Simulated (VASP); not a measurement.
Runs of VASP 6.6.1 on In3Cu. The structure is that of space group R-3m (No. 166), or close to it. The cells are those of the table. 

```csv
cell,further INCAR settings,gap on the mesh (eV),pressure (GPa)
"a = 4.410 Å, angles 87.9°, 4 atoms",ALGO = Fast; EDIFF = 1e-07; NBANDS = 33,none,-2.8
"a = 4.446 Å, angles 92.0°, 4 atoms",ALGO = Fast; EDIFF = 1e-07; NBANDS = 33,none,-4.0
"a = 4.450 Å, angles 86.9°, 4 atoms",ALGO = Fast; EDIFF = 1e-06; NBANDS = 33,none,(a)
"a = 4.409 Å, angles 92.0°, 4 atoms",ALGO = Fast; EDIFF = 1e-06; NBANDS = 33,none,-2.8
"a = 4.259 Å, angles 93.0°, 4 atoms",ALGO = Fast; EDIFF = 1e-06; NBANDS = 33,none,3.5
```

Alike in all rows: task single point; level LDA; potentials or basis VASP PAW LDA potentials, release 64 (In_d, Cu); no spin polarisation; k mesh 10 × 10 × 10; cutoff (eV) 520; smearing gaussian 0.15 eV.

Question: Fill in the values left out.

Answer: (a) -3.9.

Caveats: spin-orbit coupling is left out, which moves the levels of the heavy elements; the cell stands under tension (at least some runs); the cell stands under pressure (at least some runs).

A k mesh can miss the band edges, and the runs leave out spin-orbit coupling on In.

A gap of «none» marks levels without a gap at the run's occupations.
